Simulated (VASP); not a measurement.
Set up this calculation in VASP 6.6.1, as the native input.

- Task: single point
- Functional: HSE06
- Potentials or basis: VASP PAW PBE potentials, release 64 (Na_pv, F)
- Cutoff: 520 eV
- k mesh: 4 × 4 × 4
- Occupations: gaussian, width 0.01 eV
- Spin: no spin polarisation
- Dipole correction: no
- Grid for exact exchange (PRECFOCK): Normal
- Further INCAR settings: ALGO = Normal; EDIFF = 1e-07; NBANDS = 14
- Screening parameter: 0.2079 1/Å

NaF:

```
CELL_PARAMETERS angstrom
0.00000 2.53126 2.53126
2.53126 0.00000 2.53126
2.53126 2.53126 0.00000
ATOMIC_POSITIONS crystal
Na 0.00000 0.00000 0.00000
F 0.25000 0.25000 0.25000
```

These files were run (other wordings do the same):

POSCAR

```
NaF
1.0
    0.0000000000      2.5312613630      2.5312613630
    2.5312613630      0.0000000000      2.5312613630
    2.5312613630      2.5312613630      0.0000000000
Na F
1 1
Direct
    0.0000000000      0.0000000000      0.0000000000
    0.2500000000      0.2500000000      0.2500000000
```

INCAR.step1

```
  ALGO = Normal
  EDIFF = 1E-5
  ENCUT = 520
  GGA = PE
  ISIF = 2
  ISMEAR = 0
  LASPH = T
  LCHARG = F
  LREAL = F
  LWAVE = T
  NBANDS = 14
  NELM = 100
  PREC = Accurate
  SIGMA = 0.01
```

INCAR.step2

```
  ALGO = Normal
  EDIFF = 1E-7
  ENCUT = 520
  GGA = PE
  HFSCREEN = 0.2079
  ISIF = 2
  ISMEAR = 0
  ISTART = 1
  LASPH = T
  LCHARG = F
  LHFCALC = T
  LREAL = F
  LWAVE = F
  NBANDS = 14
  NELM = 100
  PREC = Accurate
  PRECFOCK = Normal
  SIGMA = 0.01
```

KPOINTS

```
k-points
0
Gamma
  4 4 4
```

Potentials or basis: VASP PAW PBE potentials, release 64 (Na_pv, F).

Run with:

```sh
$ cat potpaw_PBE.64/Na_pv/POTCAR potpaw_PBE.64/F/POTCAR > POTCAR
$ cp INCAR.step1 INCAR
$ mpirun -np 1 vasp_std > vasp.out
$ cp INCAR.step2 INCAR
$ mpirun -np 1 vasp_std > vasp.out
```

It gave:

The pressure is 0.9 GPa and the band gap on the k mesh is 7.64 eV, direct.

Caveat: the k points lie up to 0.54 Å⁻¹ apart; the PAW data sets were made with another functional, which shifts forces and pressure a little.

It took 4.7 min on 1 thread of AMD EPYC 7R43 64-Core Processor (Zen 3) (shared host), peak memory 0.21 GiB.
